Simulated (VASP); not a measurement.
# CoO (I4/mmm) in VASP: further runs, part 2 of 2

VASP 6.6.1. Earlier steps stand in the parts before.

## 4. Single point, PBEsol+U, collinear spin, antiferromagnetic start

File INCAR:

```
SYSTEM = CoO
ALGO = Normal
EDIFF = 1E-6
ENCUT = 600
GGA = PS
GGA_COMPAT = .FALSE.
ISIF = 2
ISMEAR = 0
ISPIN = 2
LASPH = .TRUE.
LCHARG = .TRUE.
LDAU = .TRUE.
LDAUJ = 0 0
LDAUL = 2 -1
LDAUPRINT = 1
LDAUTYPE = 2
LDAUU = 4 0
LELF = .TRUE.
LMAXMIX = 4
LORBIT = 11
LREAL = .FALSE.
LVHAR = .TRUE.
LWAVE = .FALSE.
MAGMOM = 2.78 -2.78 0 0
NBANDS = 27
NELM = 200
PREC = Accurate
SIGMA = 0.05
```

File KPOINTS:

```
k-points
0
G
  9 9 9
  0 0 0
```

File POSCAR:

```
CoO
1.0
   -1.5080004400      1.5080004400      2.1072503600
    3.0160008800     -3.0160008800      4.2145007200
    1.5080004400      1.5080004400     -2.1072503600
Co O
2 2
Direct
    0.0000000000      0.0000000000      0.0000000000
    0.0000000000      0.5000000000      0.0000000000
    0.5000000000      0.2500000000      0.0000000000
    0.5000000000      0.7500000000      0.0000000000
```

Potentials or basis: VASP PAW PBE potentials, release 64 (Co, O).

Launch:

```sh
> cat potpaw_PBE.64/Co/POTCAR potpaw_PBE.64/O/POTCAR > POTCAR
> mpirun -np 1 vasp_std > vasp.out
```

OUTCAR:

```text
SYSTEM = CoO
   EDIFF = 1E-6
   ENCUT = 600
   GGA = PS
   ISIF = 2
   ISMEAR = 0
   ISPIN = 2
   LASPH = .TRUE.
   LORBIT = 11
   LREAL = .FALSE.
   NELM = 200
   PREC = Accurate

 ion  position               nearest neighbor table
   1  0.000  0.000  0.000-   3 2.11   4 2.11   4 2.13   3 2.13   3 2.13   4 2.13   2 3.00   2 3.00
                             2 3.00   2 3.00   2 3.02   2 3.02
   2  0.000  0.500  0.000-   4 2.11   3 2.11   4 2.13   3 2.13   4 2.13   3 2.13   1 3.00   1 3.00
                             1 3.00   1 3.00   1 3.02   1 3.02
   3  0.500  0.250  0.000-   2 2.11   1 2.11   2 2.13   1 2.13   2 2.13   1 2.13
   4  0.500  0.750  0.000-   1 2.11   2 2.11   2 2.13   1 2.13   1 2.13   2 2.13

  LATTYP: Found a base centered monoclinic cell.
 ALAT       =     5.1824972385
 B/A-ratio  =     0.5819589941
 C/A-ratio  =     1.0000000000
 COS(beta)  =    -0.3226474583

  Lattice vectors:

 A1 = (   1.5080004400,  -1.5080004400,  -2.1072503600)
 A2 = (   1.5080004400,   1.5080004400,  -2.1072503600)
 A3 = (   3.0160008800,   0.0000000000,   4.2145007200)
[... 1750 lines left out ...]

  FORCE on cell =-STRESS in cart. coord.  units (eV):
  Direction    XX          YY          ZZ          XY          YZ          ZX
  --------------------------------------------------------------------------------------
  -------------------------------------------------------------------------------------
  Total       -1.5483416     -1.3197699     -1.0213271      0.0000000      0.0000000     -0.1274844
  in kB      -64.7095403    -55.1568848    -42.6841253      0.0000000      0.0000000     -5.3279289
  external PRESSURE =     -54.1835168 kB  Pullay stress =       0.0000000 kB

 VOLUME and BASIS-vectors are now :
 -----------------------------------------------------------------------------
  energy-cutoff  :      600.00
  volume of cell :       38.34
      direct lattice vectors                 reciprocal lattice vectors
    -1.508000440  1.508000440  2.107250360     0.000000000  0.331564890  0.237276030
     3.016000880 -3.016000880  4.214500720     0.165782445  0.000000000  0.118638015
     1.508000440  1.508000440 -2.107250360     0.331564890  0.331564890  0.000000000

 POSITION                                       TOTAL-FORCE (eV/Angst)
 -----------------------------------------------------------------------------------
      0.00000      0.00000      0.00000         0.000000     -0.000000     -0.000000
      1.50800     -1.50800      2.10725        -0.000000     -0.000000      0.000000
      0.00000      0.00000      2.10725         0.000000      0.000000      0.000000
      1.50800     -1.50800      4.21450        -0.000000     -0.000000     -0.000000
 -----------------------------------------------------------------------------------
    total drift:                               -0.000000      0.000000     -0.000000

  FREE ENERGIE OF THE ION-ELECTRON SYSTEM (eV)
  ---------------------------------------------------
  free  energy   TOTEN  =       -25.6102645162 eV

  energy  without entropy=      -25.6102645162  energy(sigma->0) =      -25.61026452

 total charge

# of ion       s       p       d       tot
------------------------------------------
    1        0.308   0.377   7.157   7.842
    2        0.308   0.377   7.157   7.842
    3        1.544   3.439   0.000   4.983
    4        1.544   3.439   0.000   4.983
--------------------------------------------------
tot          3.704   7.632  14.314  25.649

 magnetization (x)

# of ion       s       p       d       tot
------------------------------------------
    1        0.005   0.002   2.667   2.674
    2       -0.005  -0.002  -2.667  -2.674
    3        0.000   0.000   0.000   0.000
    4        0.000   0.000   0.000   0.000
--------------------------------------------------
tot          0.000   0.000  -0.000  -0.000
```

stdout:

```text
POSCAR found type information on POSCAR CoO
 POSCAR found :  2 types and       4 ions
 scaLAPACK will be used
 -----------------------------------------------------------------------------
|                                                                             |
|                                                                             |
|     You enforced a specific xc type in the INCAR file but a different       |
|     I HOPE YOU KNOW WHAT YOU ARE DOING!                                     |
|                                                                             |
 -----------------------------------------------------------------------------

 LDA part: xc-table for (Slater+PW92), standard interpolation
 POSCAR, INCAR and KPOINTS ok, starting setup
 FFT: planning ... GRIDC
 FFT: planning ... GRID_SOFT
 FFT: planning ... GRID
 WAVECAR not read
 entering main loop
```

Wall time 12 min (1 thread of Intel Xeon Platinum 8559C (Emerald Rapids), shared host); peak memory 0.47 GiB.

Results:

```
Free energy                                           : -25.6103 eV
Pressure                                              : -5.4 GPa
Band gap on the k mesh                                : 2.39 eV
Net moment                                            : 0.00 μB per cell
Site moments                                          : Co +2.67, -2.67; O +0.00 μB
Valence electrons inside the program's atomic spheres : Co 7.84; O 4.98
```

Levels at points of the mesh, in eV from the valence-band top:
Spin up:
```
           k point  band 12  band 13  band 14  band 15  band 16  band 17  band 18  band 19
(0.00, 0.00, 0.00)    -1.54    -1.47    -1.17    -1.10     2.39     2.71     3.93     3.96
```
Spin down:
| k point | band 13 | band 14 | band 15 | band 16 | band 17 | band 18 |
| --- | --- | --- | --- | --- | --- | --- |
| (0.00, 0.00, 0.00) | -1.47 | -1.17 | -1.10 | 2.39 | 2.71 | 3.93 |

Eigenvalues of the final occupation matrices:
```csv
site,spin,trace,eigenvalues
site 1 d,1,4.93,0.97 0.97 0.97 1.01 1.01
site 1 d,2,2.26,0.04 0.14 0.15 0.96 0.96
site 2 d,1,2.26,0.04 0.14 0.15 0.96 0.96
site 2 d,2,4.93,0.97 0.97 0.97 1.01 1.01
```

Caveat: the cell stands under tension; the PAW data sets were made with another functional, which shifts forces and pressure a little; an odd mesh through Γ misses points on the zone boundary, where band edges can lie.
